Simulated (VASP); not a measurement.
**Sn: relaxation of cell and atoms with PBE**

Sn:

```
Sn
1.0
    -2.91964    2.91964    1.59380
     2.91964   -2.91964    1.59380
     2.91964    2.91964   -1.59380
Sn
2
Direct
  0.00000 0.00000 0.00000
  0.75000 0.25000 0.50000
```

```
Program                : VASP 6.6.1
Task                   : relaxation of cell and atoms
Functional             : PBE
Potentials or basis    : VASP PAW PBE potentials, release 64 (Sn_d)
Cutoff                 : 500 eV
k mesh                 : 16 × 16 × 16
Occupations            : gaussian, width 0.1 eV
Spin                   : no spin polarisation
Dipole correction      : no
Further INCAR settings : ALGO = Normal; EDIFF = 1e-07; IBRION = 2; EDIFFG = -0.002; NSW = 100; ISIF = 3
```

```yaml
Relaxed_volume: 28.39 Å³/atom
Relaxed_cell: a = 4.501 Å, b = 4.501 Å, c = 4.501 Å, α = 97.31°, β = 97.31°, γ = 138.20°
Space_group_after_relaxing_to_0.05_Å: I4_1/amd (No. 141)
Energy_gained_by_relaxing: 8.9 meV/atom
Ionic_steps: 8
Pressure_after_relaxing: 0.0 GPa
Band_gap_on_the_k_mesh: zero (band 14 reaches 8.94 eV, above the bottom of band 15 at 4.93 eV)
```

Step by step:
```csv
step,energy change (eV),largest force (eV/Å),pressure (GPa),volume (Å³)
1,0.0000,0.0000,2.29,54.34
2,-0.0165,0.0000,-0.54,57.45
3,-0.0176,0.0000,-0.03,56.81
4,-0.0176,0.0000,-0.07,56.87
5,-0.0177,0.0000,-0.05,56.84
6,-0.0178,0.0000,-0.04,56.82
7,-0.0178,0.0000,0.01,56.76
8,-0.0178,0.0000,0.00,56.77
```

Final structure:
```
Sn
1.0
    -2.97301    2.97301    1.60573
     2.97301   -2.97301    1.60573
     2.97301    2.97301   -1.60573
Sn
2
Direct
  0.00000 0.00000 0.00000
  0.75000 0.25000 0.50000
```

Levels at points of the mesh, in eV from the Fermi level:
```
           k point  band 11  band 12  band 13  band 14  band 15  band 16  band 17  band 18
(0.00, 0.00, 0.00)   -10.81    -3.85    -1.90    -1.90     3.01     5.93     5.93     6.66
(0.50, 0.00, 0.00)    -6.79    -5.24    -2.36    -1.64    -1.03     2.30     2.73     4.45
(0.50, 0.50, 0.00)    -8.68    -8.68     0.55     0.55     1.42     1.42     5.95     5.95
(0.50, 0.50, 0.50)    -7.48    -7.48    -4.57    -4.57     5.03     5.03     8.84     8.84
```

It took 13 min on 1 thread of Intel Xeon 6975P-C (shared host), peak memory 0.39 GiB.

Caveat: spin-orbit coupling is left out, which moves the levels of the heavy elements. PBE usually gives volumes a little too large and moduli too small.
